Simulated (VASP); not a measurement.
MgO: single point with BLYP

The system is MgO.

```
Mg O
1.0
     3.48638    0.00000    0.00000
    -1.74319    3.01929    0.00000
     0.00000    0.00000    4.17804
Mg O
2 2
Cartesian
  1.7432 1.0064 3.1335
  0.0000 2.0129 1.0445
  1.7432 1.0064 1.0445
  0.0000 2.0129 3.1335
```

```
Program                : VASP 6.6.1
Task                   : single point
Functional             : BLYP
Potentials or basis    : VASP PAW PBE potentials, release 64 (Mg, O)
Cutoff                 : 520 eV
k mesh                 : 6 × 6 × 4
Occupations            : gaussian, width 0.01 eV
Spin                   : no spin polarisation
Dipole correction      : no
Further INCAR settings : ALGO = Normal; EDIFF = 1e-06; NBANDS = 16
```

```yaml
Pressure: 6.0 GPa
Band_gap_on_the_k_mesh: 3.71 eV, direct
```

Stress tensor (GPa, compression positive):
```
5.54 0.00 0.00
0.00 5.54 0.00
0.00 0.00 6.80
```

Levels at points of the mesh, in eV from the valence-band top:
```
           k point  band 5  band 6  band 7  band 8  band 9  band 10  band 11  band 12
(0.00, 0.00, 0.00)   -1.71   -0.79   -0.79    0.00    3.71     9.55    12.56    12.63
(0.50, 0.00, 0.00)   -2.31   -1.94   -1.27   -0.52    7.28     9.20    10.20    12.14
(0.00, 0.00, 0.50)   -1.27   -1.27   -1.27   -1.27    6.69     6.69    13.00    13.00
(0.50, 0.00, 0.50)   -1.52   -1.52   -0.80   -0.80    7.61     7.61    12.08    12.08
```

It took 14 s on 1 thread of Intel Xeon 6975P-C, with other jobs on the host, peak memory 0.17 GiB.

Caveat: the PAW data sets were made with another functional, which shifts forces and pressure a little. Expect the measured gap to be larger: semilocal functionals such as BLYP lack the derivative discontinuity.
